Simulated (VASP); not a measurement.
Si: single point with PBE

Crystal: Si.

```
Si
1.0
     0.00000   -2.73488   -2.73488
    -2.73488    0.00000   -2.73488
     2.73488    2.73488   -5.46976
Si
4
Direct
  0.75528 0.75528 0.73417
  0.24472 0.24472 0.26583
  0.38028 0.38028 0.85917
  0.86972 0.86972 0.39083
```

This cell differs from its parent crystal: mode 7 (399.3 1/cm) frozen in, largest displacement -0.100 Å.

| Quantity | Value |
| --- | --- |
| Program | VASP 6.6.1 |
| Task | single point |
| Functional | PBE |
| Potentials or basis | VASP PAW PBE potentials, release 64 (Si) |
| Cutoff | 500 eV |
| k mesh | 12 × 12 × 8 |
| Occupations | gaussian, width 0.05 eV |
| Spin | no spin polarisation |
| Dipole correction | no |
| Further INCAR settings | ALGO = Normal; EDIFF = 1e-06; NBANDS = 16; ISYM = 0 |

- Pressure: 1.6 GPa
- Largest force: 2.417 eV/Å
- Band gap on the k mesh: 0.52 eV, indirect (least direct gap 1.54 eV)

Forces on the atoms (eV/Å):
```
Si   1.396  1.396 -1.396
Si  -0.670 -0.670  0.670
Si   0.670  0.670 -0.670
Si  -1.396 -1.396  1.396
```

Stress tensor (GPa, compression positive):
```
 1.65  1.61 -1.61
 1.61  1.65 -1.61
-1.61 -1.61  1.65
```

Levels at points of the mesh, in eV from the valence-band top:
```
           k point  band 4  band 5  band 6  band 7  band 8  band 9  band 10  band 11  band 12  band 13
(0.00, 0.00, 0.00)   -1.25   -1.25   -0.07    0.00    0.00    1.54     2.55     2.56     2.56     3.09
(0.50, 0.00, 0.00)   -6.30   -3.55   -3.30   -2.47   -1.89    1.30     1.77     4.39     4.48     5.08
(0.00, 0.50, 0.00)   -6.30   -3.55   -3.30   -2.47   -1.89    1.30     1.77     4.39     4.48     5.08
(0.50, 0.50, 0.00)   -6.82   -2.86   -2.81   -1.16   -1.11    0.54     0.76     1.66     3.35     3.41
(0.00, 0.00, 0.50)   -3.36   -1.01   -1.01   -0.55   -0.55    1.69     2.17     3.40     3.40     3.55
(0.50, 0.00, 0.50)   -6.82   -2.86   -2.81   -1.16   -1.11    0.54     0.76     1.66     3.35     3.41
(0.00, 0.50, 0.50)   -6.82   -2.86   -2.81   -1.16   -1.11    0.54     0.76     1.66     3.35     3.41
(0.50, 0.50, 0.50)   -6.30   -3.55   -3.30   -2.47   -1.89    1.30     1.77     4.39     4.48     5.08
```

Wall time 13 min on 1 thread of Intel Xeon 8259CL, with other jobs on the host, peak memory 0.58 GiB.

Caveat: the cell differs from its parent crystal (mode 7 (399.3 1/cm) frozen in, largest displacement -0.100 Å); forces of over 1 eV/Å act on the atoms, so gaps and moduli don't describe the material at rest. A k mesh can miss the band edges.
